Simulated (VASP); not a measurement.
# ZnIr (P-6m2) in VASP: single point with LDA

Aim: the single point of ZnIr with LDA.

Program: VASP 6.6.1. These are calculated values, not measurements. Logs are shortened: lines on timing, memory, paths and dates and some standing lists are left out, and cuts for length are marked.

## 1. The cell of the first run

It takes space group P-6m2 (No. 187, hexagonal). The conventional cell has a = 2.777 Å, b = 2.777 Å, c = 4.164 Å, α = 90.00°, β = 90.00°, γ = 120.00°. Zn (site symmetry -6m2) has 6 Ir at 2.63 Å and 6 Zn at 2.78 Å within 3.5 Å. Ir (site symmetry -6m2) has 6 Zn at 2.63 Å and 6 Ir at 2.78 Å within 3.5 Å.

## 2. Single point, LDA, collinear spin

POSCAR reads:

```
ZnIr
1.0
    2.7771790596      0.0000000000      0.0000000000
   -1.3885895298      2.4051076165      0.0000000000
    0.0000000000      0.0000000000      4.1638620700
Zn Ir
1 1
Direct
    0.6666666667      0.3333333333      0.5000000000
    0.0000000000      0.0000000000      0.0000000000
```

INCAR.step1 reads:

```
SYSTEM = ZnIr
PREC = Accurate
ENCUT = 420
EDIFF = 1E-6
ISMEAR = -1
SIGMA = 0.03
LREAL = .FALSE.
LASPH = .TRUE.
NELM = 200
ALGO = Normal
ISIF = 2
LWAVE = .FALSE.
LCHARG = .TRUE.
ISPIN = 2
MAGMOM = 0 0.8
LMAXMIX = 4
GGA = CA
NBANDS = 26
GGA_COMPAT = .FALSE.
NEDOS = 2001
LORBIT = 11
```

KPOINTS.step1 reads:

```
regular mesh
0
G
  14 14 8
  0 0 0
```

INCAR.step2 reads:

```
SYSTEM = ZnIr
PREC = Accurate
ENCUT = 420
EDIFF = 1E-6
ISMEAR = -5
SIGMA = 0.03
LREAL = .FALSE.
LASPH = .TRUE.
NELM = 200
ALGO = Normal
ISIF = 2
LWAVE = .FALSE.
LCHARG = .FALSE.
ISPIN = 2
MAGMOM = 0 0.8
LORBIT = 11
LMAXMIX = 4
GGA = CA
NEDOS = 2001
ICHARG = 11
GGA_COMPAT = .FALSE.
```

KPOINTS.step2 reads:

```
regular mesh
0
G
  21 21 12
  0 0 0
```

Potentials or basis: VASP PAW LDA potentials, release 64 (Zn, Ir_sv_GW).

On the command line:

```
cat potpaw_LDA.64/Zn/POTCAR potpaw_LDA.64/Ir_sv_GW/POTCAR > POTCAR
cp INCAR.step1 INCAR
cp KPOINTS.step1 KPOINTS
mpirun -np 1 vasp_std > vasp.out
cp INCAR.step2 INCAR
cp KPOINTS.step2 KPOINTS
mpirun -np 1 vasp_std > vasp.out
```

OUTCAR:

```text
SYSTEM = ZnIr
   PREC = Accurate
   ENCUT = 420
   EDIFF = 1E-6
   ISMEAR = -5
   LREAL = .FALSE.
   LASPH = .TRUE.
   NELM = 200
   ISIF = 2
   ISPIN = 2
   LORBIT = 11
   GGA = CA
   ICHARG = 11

 ion  position               nearest neighbor table
   1  0.667  0.333  0.500-   2 2.63   2 2.63   2 2.63   2 2.63   2 2.63   2 2.63
   2  0.000  0.000  0.000-   1 2.63   1 2.63   1 2.63   1 2.63   1 2.63   1 2.63

  LATTYP: Found a hexagonal cell.
 ALAT       =     2.7771790596
 C/A-ratio  =     1.4993135050

  Lattice vectors:

 A1 = (   2.7771790596,   0.0000000000,   0.0000000000)
 A2 = (  -1.3885895298,   2.4051076165,   0.0000000000)
 A3 = (   0.0000000000,   0.0000000000,   4.1638620700)

Analysis of symmetry for initial positions (statically):
=====================================================================
 Subroutine PRICEL returns:
 Original cell was already a primitive cell.

 Routine SETGRP: Setting up the symmetry group for a
 hexagonal supercell.

 Subroutine GETGRP returns: Found 12 space group operations
 (whereof 12 operations were pure point group operations)
 out of a pool of 24 trial point group operations.

The static configuration has the point symmetry D_3h.

Analysis of symmetry for dynamics (positions and initial velocities):
=====================================================================
 Subroutine PRICEL returns:
 Original cell was already a primitive cell.

 Routine SETGRP: Setting up the symmetry group for a
 hexagonal supercell.

 Subroutine GETGRP returns: Found 12 space group operations
 (whereof 12 operations were pure point group operations)
 out of a pool of 24 trial point group operations.

The dynamic configuration has the point symmetry D_3h.

Analysis of structural, dynamic, and magnetic symmetry:
=====================================================================
 Subroutine PRICEL returns:
 Original cell was already a primitive cell.

 Routine SETGRP: Setting up the symmetry group for a
 hexagonal supercell.

 Subroutine GETGRP returns: Found 12 space group operations
 (whereof 12 operations were pure point group operations)
 out of a pool of 24 trial point group operations.

The overall configuration has the point symmetry D_3h.

 Subroutine INISYM returns: Found 12 space group operations
 (whereof 12 operations are pure point group operations),
 and found     1 'primitive' translations

----------------------------------------------------------------------------------------

                                     Primitive cell

  volume of cell :      27.8122

  direct lattice vectors                    reciprocal lattice vectors
     2.777179060  0.000000000  0.000000000     0.360077611  0.207890905  0.000000000
    -1.388589530  2.405107617  0.000000000     0.000000000  0.415781811  0.000000000
     0.000000000  0.000000000  4.163862070     0.000000000  0.000000000  0.240161654

  length of vectors
     2.777179060  2.777179060  4.163862070     0.415781811  0.415781811  0.240161654

  position of ions in fractional coordinates (direct lattice)
     0.666666667  0.333333333  0.500000000
     0.000000000  0.000000000  0.000000000

  ion indices of the primitive-cell ions
   primitive index   ion index
                 1           1
                 2           2

----------------------------------------------------------------------------------------

 KPOINTS: regular mesh

Automatic generation of k-mesh.
 Grid dimensions read from file:
 generate k-points for:   21   21   12

 Generating k-lattice:

  Cartesian coordinates                     Fractional coordinates (reciprocal lattice)
     0.017146553  0.009899567  0.000000000     0.047619048  0.000000000  0.000000000
     0.000000000  0.019799134  0.000000000     0.000000000  0.047619048  0.000000000
     0.000000000  0.000000000  0.020013471     0.000000000  0.000000000  0.083333333

  Length of vectors
     0.019799134  0.019799134  0.020013471

  Shift w.r.t. Gamma in fractional coordinates (k-lattice)
     0.000000000  0.000000000  0.000000000

 TETIRR: Found   5376 inequivalent tetrahedra from    31752

 Subroutine IBZKPT returns following result:
 ===========================================

 Found    336 irreducible k-points:

 Following reciprocal coordinates:
            Coordinates               Weight
  0.000000  0.000000  0.000000      1.000000
  0.047619  0.000000  0.000000      6.000000
  0.095238  0.000000  0.000000      6.000000
  0.142857 -0.000000  0.000000      6.000000
  0.190476  0.000000  0.000000      6.000000
  0.238095  0.000000  0.000000      6.000000
[... 16 lines left out ...]
  0.142857  0.095238  0.000000     12.000000
  0.190476  0.095238  0.000000     12.000000
 [... further k-points ...]
   k-points           NKPTS =    336   k-points in BZ     NKDIM =    336   number of bands    NBANDS=     18
   number of dos      NEDOS =   2001   number of ions     NIONS =      2
   total plane-waves  NPLWV =  11200
   dimension x,y,z NGX =    20 NGY =   20 NGZ =   28
   dimension x,y,z NGXF=    40 NGYF=   40 NGZF=   56
   ions per type =               1   1
   NGX,Y,Z   is equivalent  to a cutoff of  11.97, 11.97, 11.18 a.u.
   NGXF,Y,Z  is equivalent  to a cutoff of  23.94, 23.94, 22.36 a.u.
 SYSTEM =  ZnIr
   PREC   = accura    normal or accurate (medium, high low for compatibility)
   ISTART =      0    job   : 0-new  1-cont  2-samecut
   ICHARG =     11    charge: 1-file 2-atom 10-const
   ISPIN  =      2    spin polarized calculation?
   LNONCOLLINEAR =      F non collinear calculations
   LSORBIT =      F    spin-orbit coupling
   LASPH  =      T    aspherical Exc in radial PAW
   ENCUT  =  420.0 eV  30.87 Ry    5.56 a.u.   4.64  4.64  6.96*2*pi/ulx,y,z
   NELM   =    200;   NELMIN=  2; NELMDL=  0     # of ELM steps
   EDIFF  = 0.1E-05   stopping-criterion for ELM
   LREAL  =      F    real-space projection
   EDIFFG = 0.1E-04   stopping-criterion for IOM
   NSW    =      0    number of steps for IOM
   IBRION =     -1    ionic relax: 0-MD 1-quasi-New 2-CG
   NFREE  =      0    steps in history (QN), initial steepest desc. (CG)
   ISIF   =      2    stress and relaxation
   ISYM   =      2    0-nonsym 1-usesym 2-fastsym
   POTIM  = 0.5000    time-step for ionic-motion
   TEBEG  =    0.0;   TEEND  =   0.0 temperature during run
   PSTRESS=    0.0 pullay stress
   NELECT =      29.0000    total number of electrons
   NUPDOWN=      -1.0000    fix difference up-down
   EMIN   =  10.00;   EMAX   =-10.00  energy-range for DOS
   EFERMI =   0.00;   METHOD = LEGACY
   ISMEAR =    -5;   SIGMA  =   0.03  broadening in eV -4-tet -1-fermi 0-gaus
   EFERMI_NEDOS =   21; number of points for ismear=-14 and -15
   IALGO  =     38    algorithm
   IMIX   =      4    mixing-type and parameters
     AMIX     =   0.40;   BMIX     =  1.00
     AMIX_MAG =   1.60;   BMIX_MAG =  1.00
  volume/ion in A,a.u.               =      13.91        93.84
  Fermi-wavevector in a.u.,A,eV,Ry     =   1.660081  3.137098 37.495869  2.755869
  Thomas-Fermi vector in A             =   2.747379
   LORBIT       =     11    0 simple, 1 ext, 2 COOP (PROOUT), +10 PAW based schemes
   GGA     = CA    functional components
   LHFCALC =     F    Hartree Fock is set to
   AEXX    =    0.0000 exact exchange contribution
   IVDW    =     0    specifies the selected vdW correction
   LEPSILON=     F    determine dielectric tensor
   LRPA    =     F    only Hartree local field effects (RPA)
 spin polarized calculation
 Fermi weights with tetrahedron method with Bloechl corrections
  energy-cutoff  :      420.00
  volume of cell :       27.81
 maximum number of plane-waves:       565
 NGX is ok and might be reduce to    20

 number of electron      28.9999989 magnetization       0.0000422

 Free energy of the ion-electron system (eV)
  ---------------------------------------------------
  ext. energy  EPLUGINS =         0.00000000
  ---------------------------------------------------
  free energy    TOTEN  =       -13.10080850 eV

  energy without entropy =      -13.10080850  energy(sigma->0) =      -13.10080850

 E-fermi :   7.5045     XC(G=0): -13.6570

 val. band max:        7.5151057445   @ k =   0.2857   0.0476   0.3333
 cond. band min:       7.4323112466   @ k =   0.2857   0.1905   0.5000
 fundamental gap:     -0.0827944980
 Fermi energy:         7.5045086084

 spin component 1

 k-point     1 :       0.0000    0.0000    0.0000
  band No.  band energies     occupation
      1     -83.9494      1.00000
      2     -40.9626      1.00000
      3     -40.9626      1.00000
      4     -40.9041      1.00000
      5      -2.9594      1.00000
      6      -0.3911      1.00000
[... 10 lines left out ...]
     17      13.0680      0.00000
     18      22.0596      0.00000
[... 463 lines left out ...]
 k-point    24 :       0.1905    0.0952    0.0000
  band No.  band energies     occupation
      1     -83.9327      1.00000
      2     -41.2013      1.00000
      3     -41.0327      1.00000
      4     -40.8701      1.00000
      5      -1.1723      1.00000
      6      -0.0263      1.00000
[... 10 lines left out ...]
     17      13.0647      0.00000
     18      16.2725      0.00000

 [... further k-points ...]

 spin component 2

 k-point     1 :       0.0000    0.0000    0.0000
  band No.  band energies     occupation
      1     -83.9493      1.00000
      2     -40.9626      1.00000
      3     -40.9626      1.00000
      4     -40.9041      1.00000
      5      -2.9594      1.00000
      6      -0.3911      1.00000
[... 10 lines left out ...]
     17      13.0680      0.00000
     18      22.0596      0.00000
[... 463 lines left out ...]
 k-point    24 :       0.1905    0.0952    0.0000
  band No.  band energies     occupation
      1     -83.9326      1.00000
      2     -41.2013      1.00000
      3     -41.0327      1.00000
      4     -40.8700      1.00000
      5      -1.1722      1.00000
      6      -0.0263      1.00000
[... 10 lines left out ...]
     17      13.0647      0.00000
     18      16.2725      0.00000

 [... further k-points ...]
[... 5 lines left out ...]
  --------------------------------------------------------------------------------------
  -------------------------------------------------------------------------------------
  Total       -1.8579051     -1.8579051     -0.9861185      0.0000000      0.0000000     -0.0000000
  in kB     -107.0284856   -107.0284856    -56.8074034      0.0000000      0.0000000     -0.0000000
  external PRESSURE =     -90.2881249 kB  Pullay stress =       0.0000000 kB

 VOLUME and BASIS-vectors are now :
 -----------------------------------------------------------------------------
  energy-cutoff  :      420.00
  volume of cell :       27.81
      direct lattice vectors                 reciprocal lattice vectors
     2.777179060  0.000000000  0.000000000     0.360077611  0.207890905  0.000000000
    -1.388589530  2.405107617  0.000000000     0.000000000  0.415781811  0.000000000
     0.000000000  0.000000000  4.163862070     0.000000000  0.000000000  0.240161654

 POSITION                                       TOTAL-FORCE (eV/Angst)
 -----------------------------------------------------------------------------------
      1.38859      0.80170      2.08193         0.000000      0.000000      0.000000
      0.00000      0.00000      0.00000        -0.000000     -0.000000      0.000000
 -----------------------------------------------------------------------------------
    total drift:                               -0.004431      0.002558     -0.000000

  FREE ENERGIE OF THE ION-ELECTRON SYSTEM (eV)
  ---------------------------------------------------
  free  energy   TOTEN  =       -13.1008084974 eV

  energy  without entropy=      -13.1008084974  energy(sigma->0) =      -13.10080850

 total charge

# of ion       s       p       d       f       tot
--------------------------------------------------
    1        0.596   0.544   9.777   0.000  10.917
    2        3.941   6.078   6.429   0.013  16.460
--------------------------------------------------
tot          4.536   6.622  16.206   0.013  27.378

 magnetization (x)

# of ion       s       p       d       f       tot
--------------------------------------------------
    1       -0.000  -0.000   0.000   0.000  -0.000
    2       -0.000  -0.000   0.000  -0.000   0.000
--------------------------------------------------
tot         -0.000  -0.000   0.000  -0.000   0.000
```

Wall time 2.4 min (1 thread of Intel Xeon Platinum 8488C (Sapphire Rapids), shared host); peak memory 0.34 GiB.

What came out:

```yaml
Net_moment: 0.00 μB per cell
Valence_electrons_inside_the_program's_atomic_spheres: Zn 10.92; Ir 16.46
```

Caveat: spin-orbit coupling is left out, which moves the levels of the heavy elements.
